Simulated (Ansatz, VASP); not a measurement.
## One calculation of BaTe, two programs

```xyz
2
Lattice="0.0000 3.4707 3.4707 3.4707 0.0000 3.4707 3.4707 3.4707 0.0000" Properties=species:S:1:pos:R:3 pbc="T T T"
Ba    0.0000    0.0000    0.0000
Te    3.4707    3.4707    3.4707
```

Alike in both runs: functional PBEsol; k mesh 8 × 8 × 8; occupations gaussian, width 0.02 eV; no spin polarisation.

Ansatz relaxed the structure, and its values are those at the end. VASP's run is a single point on that final structure, the one shown.

|  | VASP | Ansatz |
| --- | --- | --- |
| version | VASP 6.6.1 | Ansatz 0.2.0 |
| potentials or method | VASP PAW PBE potentials, release 64 (Ba_sv, Te), cutoff 520 eV | scalar-relativistic, plane waves, PAW |
| valence electrons in the cell | 16 | 26 |

```csv
,VASP,Ansatz,Ansatz less VASP
gap on the k mesh at the Fermi level (eV),1.37,1.46,+0.090
least direct gap on the mesh (eV),1.76,1.82,+0.057
pressure (GPa),0.4,0.0,-0.38
```

VASP's potentials were made for PBE, not for PBEsol. The functional is the same, so the differences come from potentials, cutoffs and numerics. VASP's potentials hold 16 valence electrons a cell and Ansatz's 26, so a difference there can come from the potentials and not from the codes.

Neither program's run includes spin-orbit coupling.
